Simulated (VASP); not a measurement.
Wanted: the native input for a VASP 6.6.1 run.

* Task: single point
* Functional: revPBE
* Potentials or basis: VASP PAW PBE potentials, release 64 (Zr_sv)
* Cutoff: 520 eV
* k mesh: 14 × 14 × 14
* Occupations: fermi-dirac, width 0.1 eV
* Spin: no spin polarisation
* Dipole correction: no
* Further INCAR settings: ALGO = Normal; EDIFF = 1e-06; NBANDS = 12

The structure of Zr lies in POSCAR:

```
Zr
1.0
   -1.8243149592      1.8243149592      1.8243149592
    1.8243149592     -1.8243149592      1.8243149592
    1.8243149592      1.8243149592     -1.8243149592
Zr
1
Direct
    0.0000000000      0.0000000000      0.0000000000
```

This cell differs from its parent crystal: volume scaled by 1.04.

The input as run:

INCAR

```
SYSTEM = Zr
PREC = Accurate
ENCUT = 520
EDIFF = 1E-6
ISMEAR = -1
SIGMA = 0.1
LREAL = .FALSE.
LASPH = .TRUE.
NELM = 100
ALGO = Normal
ISIF = 2
LWAVE = .FALSE.
LCHARG = .FALSE.
GGA = RE
NBANDS = 12
```

KPOINTS

```
regular mesh
0
G
  14 14 14
  0 0 0
```

Potentials or basis: VASP PAW PBE potentials, release 64 (Zr_sv).

Launch:

```console
$ cat potpaw_PBE.64/Zr_sv/POTCAR > POTCAR
$ mpirun -np 1 vasp_std > vasp.out
```

It gave:

- Pressure: -3.1 GPa
- Band gap on the k mesh: zero (band 6 reaches 9.42 eV, above the bottom of band 7 at 7.70 eV)

Caveat: the PAW data sets were made with another functional, which shifts forces and pressure a little.

Run time: 15 s on 1 thread of Intel(R) Xeon(R) Platinum 8259CL CPU @ 2.50GHz (Skylake/Cascade Lake), with other jobs on the host, peak memory 0.15 GiB.
